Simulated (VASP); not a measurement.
A run of VASP 6.6.1 is set up as follows.

Contents of INCAR:

```
SYSTEM = BaS
PREC     = Accurate       ! precision mode
ENCUT    = 520            ! plane-wave cutoff, eV
EDIFF    = 1E-7           ! SCF threshold, eV
ISMEAR   = 0              ! smearing method
SIGMA    = 0.05           ! smearing width, eV
LREAL    = .FALSE.        ! projectors in reciprocal space
LASPH    = .TRUE.         ! aspherical terms in the spheres
NELM     = 60             ! most SCF steps
ALGO     = Normal         ! electronic algorithm
ISIF     = 2              ! what is computed and relaxed
LWAVE    = .FALSE.        ! write WAVECAR
LCHARG   = .FALSE.        ! write CHGCAR
GGA      = PS             ! functional
NBANDS   = 15             ! bands
```

File KPOINTS:

```
regular mesh
0
G
  8 8 8
  0 0 0
```

File POSCAR:

```
BaS
1.0
    0.0000000000      3.1663007200      3.3562787632
    3.1663007200      0.0000000000      3.3562787632
    3.1663007200      3.1663007200      0.0000000000
Ba S
1 1
Direct
    0.0000000000      0.0000000000      0.0000000000
    0.5000000000      0.5000000000      0.5000000000
```

Potentials or basis: VASP PAW PBE potentials, release 64 (Ba_sv, S).

Run with:

```console
$ cat potpaw_PBE.64/Ba_sv/POTCAR potpaw_PBE.64/S/POTCAR > POTCAR
$ mpirun -np 1 vasp_std > vasp.out
```

Question: Predict the pressure.

Answer: -1.5 GPa.

Question: What does it give for the band gap on the k mesh?

Answer: 1.98 eV, indirect (least direct gap 2.13 eV).

Stress tensor (GPa, compression positive):
```
-0.28  0.00  0.00
 0.00 -0.28  0.00
 0.00  0.00 -3.90
```

Caveat: the cell differs from its parent crystal (strain +0.0600 x Voigt [0, 0, 1, 0, 0, 0]); the PAW data sets were made with another functional, which shifts forces and pressure a little; spin-orbit coupling is left out, which moves the levels of the heavy elements. A k mesh can miss the band edges.
